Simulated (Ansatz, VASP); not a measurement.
## Two plane-wave programs on Sn

POSCAR

```
Sn
1.0
    0.0000000000      3.0176539153      3.0176539153
    3.0176539153      0.0000000000      3.0176539153
    3.0176539153      3.0176539153      0.0000000000
Sn
2
Direct
    0.0000000000      0.0000000000      0.0000000000
    0.2500000000      0.2500000000      0.2500000000
```

The input INCAR.step1:

```
ALGO     = Normal         # electronic algorithm
EDIFF    = 1E-4           # SCF threshold, eV
ENCUT    = 520            # plane-wave cutoff, eV
GGA      = PE             # functional
ISMEAR   = 0              # smearing method
LASPH    = True           # aspherical terms in the spheres
LCHARG   = False          # write CHGCAR
LREAL    = False          # projectors in reciprocal space
LWAVE    = True           # write WAVECAR
NBANDS   = 21             # bands
NELM     = 100            # most SCF steps
PREC     = Accurate       # precision mode
SIGMA    = 0.1            # smearing width, eV
```

INCAR.step2

```
ALGO     = Normal         # electronic algorithm
EDIFF    = 1E-7           # SCF threshold, eV
ENCUT    = 520            # plane-wave cutoff, eV
ISIF     = 2              # what is computed and relaxed
ISMEAR   = 0              # smearing method
ISTART   = 1            
LASPH    = True           # aspherical terms in the spheres
LCHARG   = True           # write CHGCAR
LELF     = True           # ELF
LMIXTAU  = True         
LREAL    = False          # projectors in reciprocal space
LVHAR    = True         
LWAVE    = False          # write WAVECAR
METAGGA  = R2SCAN         # meta-GGA
NBANDS   = 21             # bands
NELM     = 100            # most SCF steps
PREC     = Accurate       # precision mode
SIGMA    = 0.1            # smearing width, eV
```

KPOINTS

```
k-points
0
Gamma
  12 12 12
```

Input for Ansatz:

```yaml
crystal:
  lattice:
    - [0.0, 3.0176539153, 3.0176539153]
    - [3.0176539153, 0.0, 3.0176539153]
    - [3.0176539153, 3.0176539153, 0.0]
  atoms:
    - { symbol: Sn, position: [0.0, 0.0, 0.0] }
    - { symbol: Sn, position: [0.25, 0.25, 0.25] }
basis:
  ecutwfc: 500
kpoints:
  mp_grid: { grid: [12, 12, 12] }
  band_path: { path: [VBM, CBM], npoints: 2 }
hamiltonian:
  xc: r2scan
scf:
  occupations: { method: gaussian, width: 0.1 }
output:
  forces: true
  stress: true
  eigenvalues: true
checkpoint:
  read: start.run
  write: ck
  compress: false
  write_wavefunctions: false
  write_every: 100000
```

Alike in both runs: task single point; functional r2SCAN; k mesh 12 × 12 × 12; occupations gaussian, width 0.1 eV; no spin polarisation.

|  | VASP | Ansatz |
| --- | --- | --- |
| version | VASP 6.6.1 | Ansatz 0.2.0 |
| potentials or method | VASP PAW PBE potentials, release 64 (Sn_d), cutoff 520 eV | scalar-relativistic, plane waves, PAW |
| valence electrons in the cell | 28 | 28 |

Ansatz gave:

| Property | Result |
| --- | --- |
| gap on the k mesh at the Fermi level (eV) | 0.39 |
| least direct gap on the mesh (eV) | 1.32 |
| pressure (GPa) | 19.9 |

Estimate VASP's values.

gap on the k mesh at the Fermi level (eV): 0.39; least direct gap on the mesh (eV): 1.32; pressure (GPa): 20.0.

VASP's potentials were made for PBE, not for r2SCAN.
